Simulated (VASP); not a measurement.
Here is a VASP 6.6.1 calculation.

Contents of INCAR:

```
SYSTEM = Zr
PREC = Accurate
ENCUT = 500
EDIFF = 1E-6
ISMEAR = 1
SIGMA = 0.1
LREAL = .FALSE.
LASPH = .TRUE.
NELM = 120
ALGO = Normal
ISIF = 2
LWAVE = .FALSE.
LCHARG = .TRUE.
GGA = PE
LELF = .TRUE.
LVHAR = .TRUE.
NBANDS = 12
GGA_COMPAT = .FALSE.
```

File KPOINTS:

```
Automatic mesh
0
G
  5 5 5
  0 0 0
```

POSCAR

```
Zr
1.0
   -1.8100000000      1.8100000000      1.8100000000
    1.8100000000     -1.8100000000      1.8100000000
    1.8100000000      1.8100000000     -1.8100000000
Zr
1
Direct
    0.0000000000      0.0000000000      0.0000000000
```

Potentials or basis: VASP PAW PBE potentials, release 64 (Zr_sv).

Launch:

```console
$ cat potpaw_PBE.64/Zr_sv/POTCAR > POTCAR
$ mpirun -np 1 vasp_std > vasp.out
```

Question: What does it give for the pressure?

Answer: -3.7 GPa.

Question: Estimate the band gap on the k mesh.

Answer: Zero (bands 6 and 7 overlap by 1.79 eV).

Caveat: the k points lie up to 0.49 Å⁻¹ apart, too coarse for converged energies and pressures of a metal.
